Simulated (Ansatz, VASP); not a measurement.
**AlN: VASP beside Ansatz**

```
Al N
1.0
     0.00000    2.01877    2.01877
     2.01877    0.00000    2.01877
     2.01877    2.01877    0.00000
Al N
1 1
Direct
  0.50000 0.50000 0.50000
  0.00000 0.00000 0.00000
```

Alike in both runs: task single point; functional r2SCAN; k mesh 8 × 8 × 8; occupations gaussian, width 0.05 eV; no spin polarisation.

```csv
,VASP,Ansatz
version,VASP 6.6.1,Ansatz 0.2.0
potentials or method,"VASP PAW PBE potentials, release 64 (Al, N), cutoff 520 eV","scalar-relativistic, plane waves, PAW"
valence electrons in the cell,8,8
```

```csv
,VASP,Ansatz,Ansatz less VASP
gap on the k mesh at the Fermi level (eV),5.53,5.52,-0.005
least direct gap on the mesh (eV),6.58,6.53,-0.049
pressure (GPa),-0.8,0.0,+0.80
```

VASP's potentials were made for PBE, not for r2SCAN. With one functional, cell and mesh, what is left measures potentials, basis and numerics.
